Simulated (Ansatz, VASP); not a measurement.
Two plane-wave programs on CaO

```
CELL_PARAMETERS angstrom
0.00000 2.39755 2.39755
2.39755 0.00000 2.39755
2.39755 2.39755 0.00000
ATOMIC_POSITIONS crystal
Ca 0.00000 0.00000 0.00000
O 0.50000 0.50000 0.50000
```

Alike in both runs: task single point; functional PBE; k mesh 10 × 10 × 10; occupations fermi-dirac, width 0.02 eV; no spin polarisation.

```csv
,VASP,Ansatz
version,VASP 6.6.1,Ansatz 0.2.0
potentials or method,"VASP PAW PBE potentials, release 64 (Ca_sv, O)","plane waves, PAW"
plane-wave cutoff (eV),520,420
valence electrons in the cell,16,16
```

```csv
,VASP,Ansatz,Ansatz less VASP
gap on the k mesh at the Fermi level (eV),3.63,3.65,+0.020
pressure (GPa),3.1,2.5,-0.59
```

With one functional, cell and mesh, what is left measures potentials, basis and numerics.
